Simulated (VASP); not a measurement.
# GaSbTe4 (P4/mmm) in VASP: further runs, part 2 of 2

VASP 6.6.1. Earlier steps stand in the parts before.

## (5) Relaxation of cell and atoms, PBE

Input file INCAR:

```
PREC = Accurate
ENCUT = 600
EDIFF = 1E-6
ISMEAR = 0
SIGMA = 0.1
LREAL = False
LASPH = True
NELM = 100
ALGO = Normal
ISIF = 3
LWAVE = False
LCHARG = False
GGA = PE
IBRION = 2
NSW = 90
EDIFFG = -0.04
```

Input file KPOINTS:

```
regular mesh
0
Gamma
  4 4 2
```

Input file POSCAR:

```
GaSbTe4
1.0
    4.7499502100      0.0000000000      0.0000000000
    0.0000000000      4.7499502100      0.0000000000
    0.0000000000      0.0000000000      7.9007594300
Ga Sb Te
1 1 4
Direct
    0.5000000000      0.5000000000      0.5000000000
    0.0000000000      0.0000000000      0.0000000000
    0.5000000000      0.0000000000      0.6975501200
    0.0000000000      0.5000000000      0.3024498800
    0.5000000000      0.0000000000      0.3024498800
    0.0000000000      0.5000000000      0.6975501200
```

Potentials or basis: VASP PAW PBE potentials, release 64 (Ga_d, Sb, Te).

Run with:

```bash
$ cat potpaw_PBE.64/Ga_d/POTCAR potpaw_PBE.64/Sb/POTCAR potpaw_PBE.64/Te/POTCAR > POTCAR
$ mpirun -np 1 vasp_std > vasp.out
```

OUTCAR:

```text
PREC = Accurate
   ENCUT = 600
   EDIFF = 1E-6
   ISMEAR = 0
   LREAL = False
   LASPH = True
   NELM = 100
   ISIF = 3
   GGA = PE
   IBRION = 2
   NSW = 90
   EDIFFG = -0.04

 ion  position               nearest neighbor table
   1  0.500  0.500  0.500-   3 2.84   4 2.84   5 2.84   6 2.84   3 2.84   5 2.84   4 2.84   6 2.84

   2  0.000  0.000  0.000-   3 3.37   4 3.37   5 3.37   6 3.37   4 3.37   6 3.37   3 3.37   5 3.37

   3  0.500  0.000  0.698-   1 2.84   1 2.84   5 3.12   6 3.36   6 3.36   6 3.36   6 3.36   2 3.37
                             2 3.37
   4  0.000  0.500  0.302-   1 2.84   1 2.84   6 3.12   5 3.36   5 3.36   5 3.36   5 3.36   2 3.37
                             2 3.37
   5  0.500  0.000  0.302-   1 2.84   1 2.84   3 3.12   4 3.36   4 3.36   4 3.36   4 3.36   2 3.37
                             2 3.37
   6  0.000  0.500  0.698-   1 2.84   1 2.84   4 3.12   3 3.36   3 3.36   3 3.36   3 3.36   2 3.37
                             2 3.37

[... 348 lines left out ...]
 cond. band min:       5.2543735287   @ k =   0.2500   0.0000   0.5000
 fundamental gap:      0.1302122699
 Fermi energy:         5.1713963212

 k-point     1 :       0.0000    0.0000    0.0000
  band No.  band energies     occupation
      1      -9.4703      2.00000
      2      -9.4644      2.00000
      3      -9.4644      2.00000
      4      -9.4598      2.00000
      5      -9.4593      2.00000
      6      -7.7136      2.00000
[... 364 lines left out ...]
--------------------------------------- Ionic step       15  -------------------------------------------

 number of electron      41.9999984 magnetization

 Free energy of the ion-electron system (eV)
  ---------------------------------------------------
  ext. energy  EPLUGINS =         0.00000000
  ---------------------------------------------------
  free energy    TOTEN  =       -18.89402094 eV

  energy without entropy =      -18.87726283  energy(sigma->0) =      -18.88564188

 E-fermi :   5.3504     XC(G=0):  -8.9365

 val. band max:        5.3503658153   @ k =   0.0000   0.0000   0.0000
 cond. band min:       5.3516650491   @ k =   0.5000   0.2500   0.5000
 fundamental gap:      0.0012992337
 Fermi energy:         5.3504090537

 k-point     1 :       0.0000    0.0000    0.0000
  band No.  band energies     occupation
      1      -9.3710      2.00000
      2      -9.3652      2.00000
      3      -9.3652      2.00000
      4      -9.3604      2.00000
      5      -9.3600      2.00000
      6      -7.6666      2.00000
[... 358 lines left out ...]
  FREE ENERGIE OF THE ION-ELECTRON SYSTEM (eV)
  ---------------------------------------------------
  free  energy   TOTEN  =       -18.8940209354 eV

  energy  without entropy=      -18.8772628280  energy(sigma->0) =      -18.88564188

 reached required accuracy - stopping structural energy minimisation
```

OSZICAR:

```text
N       E                     dE             d eps       ncg     rms          rms(c)
DAV:   1     0.313197716860E+03    0.31320E+03   -0.18213E+04   600   0.180E+03
DAV:   2     0.200174068159E+02   -0.29318E+03   -0.28894E+03   680   0.377E+02
DAV:   3    -0.152902009656E+02   -0.35308E+02   -0.34574E+02   776   0.114E+02
[... 165 lines left out ...]
DAV:   3    -0.188972982391E+02    0.12749E-01   -0.12915E-02   932   0.726E-01    0.345E-01
DAV:   4    -0.188940103023E+02    0.32879E-02   -0.42601E-03   905   0.367E-01    0.101E-01
DAV:   5    -0.188940194312E+02   -0.91290E-05   -0.42454E-04   628   0.118E-01    0.886E-02
DAV:   6    -0.188940209775E+02   -0.15463E-05   -0.24388E-05   881   0.287E-02    0.471E-02
DAV:   7    -0.188940209354E+02    0.42071E-07   -0.43826E-06   540   0.158E-02
  15 F= -.18894021E+02 E0= -.18885642E+02  d E =-.335218E-01
```

Run time: 9.2 min. Hardware: 1 thread of Intel Xeon Platinum 8488C (Sapphire Rapids), shared host; peak memory 0.37 GiB.

Results:

```yaml
Free_energy: -18.8940 eV
Relaxed_volume: 33.26 Å³/atom
Relaxed_cell: a = 4.723 Å, b = 4.723 Å, c = 8.944 Å, α = 90.00°, β = 90.00°, γ = 90.00°
Space_group_after_relaxing_to_0.1_Å: P4/mmm (No. 123)
Energy_gained_by_relaxing: 309.4 meV/atom
Ionic_steps: 15
Pressure_after_relaxing: -0.1 GPa
Largest_force_after_relaxing: 0.023 eV/Å
Band_gap_on_the_k_mesh: zero (bands 21 and 22 overlap by 2.64 eV)
```

Forces on the atoms (eV/Å):
```
Ga   0.000  0.000  0.000
Sb   0.000  0.000  0.000
Te   0.000  0.000 -0.023
Te   0.000  0.000  0.023
Te   0.000  0.000  0.023
Te   0.000  0.000 -0.023
```

Step by step:
| step | energy change (eV) | largest force (eV/Å) | pressure (GPa) | volume (Å³) |
| --- | --- | --- | --- | --- |
| 1 | 0.0000 | 1.5374 | 5.39 | 178.26 |
| 2 | -0.6089 | 0.9577 | -1.59 | 205.30 |
| 3 | -0.6088 | 0.9620 | -1.50 | 204.95 |
| 4 | -0.8750 | 0.9141 | -1.24 | 201.44 |
| 5 | -1.4737 | 0.5272 | 0.71 | 191.10 |
| 6 | -0.3044 | 1.8162 | 11.38 | 171.39 |
| 7 | -1.5660 | 0.3306 | 1.69 | 187.72 |
| 8 | -1.5853 | 0.0603 | 2.72 | 184.74 |
| 9 | -1.7038 | 0.1650 | 2.01 | 189.08 |
| 10 | -1.7353 | 0.4240 | 1.37 | 195.21 |
| 11 | -1.7394 | 0.3798 | 1.45 | 194.01 |
| 12 | -1.8032 | 0.2187 | 0.37 | 198.36 |
| 13 | -1.8231 | 0.0710 | -0.69 | 203.00 |
| 14 | -1.8449 | 0.0466 | -0.45 | 201.51 |
| 15 | -1.8566 | 0.0234 | -0.10 | 199.53 |

Final structure:
```yaml
crystal:
  lattice:
    - [4.72326, 0.00000, 0.00000]
    - [0.00000, 4.72326, 0.00000]
    - [0.00000, 0.00000, 8.94399]
  atoms:
    - { symbol: Ga, position: [0.50000, 0.50000, 0.50000] }
    - { symbol: Sb, position: [0.00000, 0.00000, 0.00000] }
    - { symbol: Te, position: [0.50000, 0.00000, 0.75650] }
    - { symbol: Te, position: [0.00000, 0.50000, 0.24350] }
    - { symbol: Te, position: [0.50000, 0.00000, 0.24350] }
    - { symbol: Te, position: [0.00000, 0.50000, 0.75650] }
```

Levels at points of the mesh, in eV from the Fermi level:
```
           k point  band 18  band 19  band 20  band 21  band 22  band 23  band 24  band 25
(0.00, 0.00, 0.00)    -0.87    -0.66    -0.66     0.00     0.77     1.17     1.17     1.67
(0.50, 0.00, 0.00)    -2.04    -1.80    -1.51    -1.46    -0.95    -0.88     1.08     2.21
(0.50, 0.50, 0.00)    -1.30    -1.30     0.81     0.81     1.15     2.04     2.22     2.28
(0.00, 0.00, 0.50)    -1.00    -0.66    -0.24    -0.24     0.53     0.81     0.81     1.64
(0.50, 0.00, 0.50)    -2.15    -2.11    -1.95    -1.83    -0.35     0.16     1.22     2.29
(0.50, 0.50, 0.50)    -2.54    -2.50     0.65     1.69     2.08     2.18     2.35     2.36
```

Caveat: the k points lie up to 0.35 Å⁻¹ apart in the final cell, too coarse for converged energies and pressures of a metal; spin-orbit coupling is left out, which moves the levels of the heavy elements.

## (6) Relaxation of cell and atoms, PBE

This run uses another cell than the first one, of 33.23 Å³/atom.

Input file INCAR:

```
  PREC = Accurate
  ENCUT = 600
  EDIFF = 1E-6
  ISMEAR = 0
  SIGMA = 0.1
  LREAL = F
  LASPH = T
  NELM = 100
  ALGO = Normal
  ISIF = 3
  LWAVE = F
  LCHARG = F
  GGA = PE
  IBRION = 2
  NSW = 100
  EDIFFG = -0.01
```

Input file KPOINTS:

```
regular mesh
0
Gamma
  8 8 4
```

Input file POSCAR:

```
GaSbTe4
1.0
    4.7343979182      0.0000000000      0.0000000000
    0.0000000000      4.7343979182      0.0000000000
    0.0000000000      0.0000000000      8.8946718970
Ga Sb Te
1 1 4
Direct
    0.5000000000      0.5000000000      0.5000000000
    0.0000000000      0.0000000000      0.0000000000
    0.5000000000      0.0000000000      0.7562784800
    0.0000000000      0.5000000000      0.2437215200
    0.5000000000      0.0000000000      0.2437215200
    0.0000000000      0.5000000000      0.7562784800
```

Potentials or basis: VASP PAW PBE potentials, release 64 (Ga_d, Sb, Te).

Run with:

```bash
$ cat potpaw_PBE.64/Ga_d/POTCAR potpaw_PBE.64/Sb/POTCAR potpaw_PBE.64/Te/POTCAR > POTCAR
$ mpirun -np 1 vasp_std > vasp.out
```

Wall time 13 min (1 thread of Intel Xeon Platinum 8488C (Sapphire Rapids), shared host); peak memory 0.55 GiB.

The run converged. Its results:

```
Free energy                           : -18.8991 eV
Relaxed volume                        : 33.51 Å³/atom
Relaxed cell                          : a = 4.709 Å, b = 4.709 Å, c = 9.069 Å, α = 90.00°, β = 90.00°, γ = 90.00°
Space group after relaxing (to 0.1 Å) : P4/mmm (No. 123)
Energy gained by relaxing             : 1.4 meV/atom
Ionic steps                           : 8
Pressure after relaxing               : 0.0 GPa
Largest force after relaxing          : 0.006 eV/Å
Band gap on the k mesh                : zero (bands 21 and 22 overlap by 2.62 eV)
```

Forces in eV/Å, atoms in the order of the input:
```
Ga   0.000  0.000  0.000
Sb   0.000  0.000  0.000
Te   0.000  0.000  0.006
Te   0.000  0.000 -0.006
Te   0.000  0.000 -0.006
Te   0.000  0.000  0.006
```

The path:
```
step  energy change (eV)  largest force (eV/Å)  pressure (GPa)  volume (Å³)
   1              0.0000                0.0185            0.08       199.37
   2             -0.0043                0.0053            0.02       199.87
   3             -0.0069                0.0446           -0.09       200.73
   4             -0.0070                0.0403           -0.07       200.64
   5             -0.0074                0.0299            0.06       200.12
   6             -0.0074                0.0291            0.07       200.08
   7             -0.0078                0.0231            0.04       200.33
   8             -0.0084                0.0059           -0.01       201.06
```

Final structure:
```yaml
crystal:
  lattice:
    - [4.70855, 0.00000, 0.00000]
    - [0.00000, 4.70855, 0.00000]
    - [0.00000, 0.00000, 9.06870]
  atoms:
    - { symbol: Ga, position: [0.50000, 0.50000, 0.50000] }
    - { symbol: Sb, position: [0.00000, 0.00000, 0.00000] }
    - { symbol: Te, position: [0.50000, 0.00000, 0.75771] }
    - { symbol: Te, position: [0.00000, 0.50000, 0.24229] }
    - { symbol: Te, position: [0.50000, 0.00000, 0.24229] }
    - { symbol: Te, position: [0.00000, 0.50000, 0.75771] }
```

Levels at points of the mesh, in eV from the Fermi level:
| k point | band 19 | band 20 | band 21 | band 22 | band 23 | band 24 |
| --- | --- | --- | --- | --- | --- | --- |
| (0.00, 0.00, 0.00) | -0.56 | -0.56 | 0.03 | 0.80 | 1.29 | 1.29 |
| (0.50, 0.00, 0.00) | -1.72 | -1.49 | -1.43 | -0.91 | -0.88 | 1.09 |
| (0.50, 0.50, 0.00) | -1.29 | 0.80 | 0.80 | 1.10 | 2.18 | 2.35 |
| (0.00, 0.00, 0.50) | -0.55 | -0.19 | -0.19 | 0.62 | 0.95 | 0.95 |
| (0.50, 0.00, 0.50) | -2.04 | -1.86 | -1.73 | -0.34 | 0.13 | 1.21 |
| (0.50, 0.50, 0.50) | -2.44 | 0.65 | 1.71 | 2.22 | 2.31 | 2.49 |

Caveat: spin-orbit coupling is left out, which moves the levels of the heavy elements.

## (7) Summary

```csv
task,cell,k mesh,cutoff (eV),gap on the mesh (eV),pressure (GPa),relaxed volume (Å³/atom),largest force (eV/Å)
single point,"a = 4.750, b = 4.750, c = 7.901 Å, 6 atoms, atomic positions A",4 × 4 × 2,520,none,5.4,-,1.54
single point,"a = 4.734, b = 4.734, c = 8.895 Å, 6 atoms, atomic positions B",4 × 4 × 2,520,none,-0.1,-,0.02
single point,"a = 4.709, b = 4.709, c = 9.073 Å, 6 atoms, atomic positions C",8 × 8 × 4,520,none,0.0,-,-
relaxation of cell and atoms,"relaxed from a = 4.750, b = 4.750, c = 7.901 Å, 6 atoms, atomic positions A",4 × 4 × 2,600,none,-0.1,33.26,0.02
relaxation of cell and atoms,"relaxed from a = 4.734, b = 4.734, c = 8.895 Å, 6 atoms, atomic positions B",8 × 8 × 4,600,none,0.0,33.51,0.01
```

Alike in all rows: level PBE; potentials or basis VASP PAW PBE potentials, release 64 (Ga_d, Sb, Te); no spin polarisation; smearing gaussian 0.1 eV.

Caveats: some runs use coarse meshes; spin-orbit coupling is left out, which moves the levels of the heavy elements; forces of over 1 eV/Å act on the atoms, so gaps and moduli don't describe the material at rest (at least some runs).

Absolute energies hang on the potentials; compare differences alone.
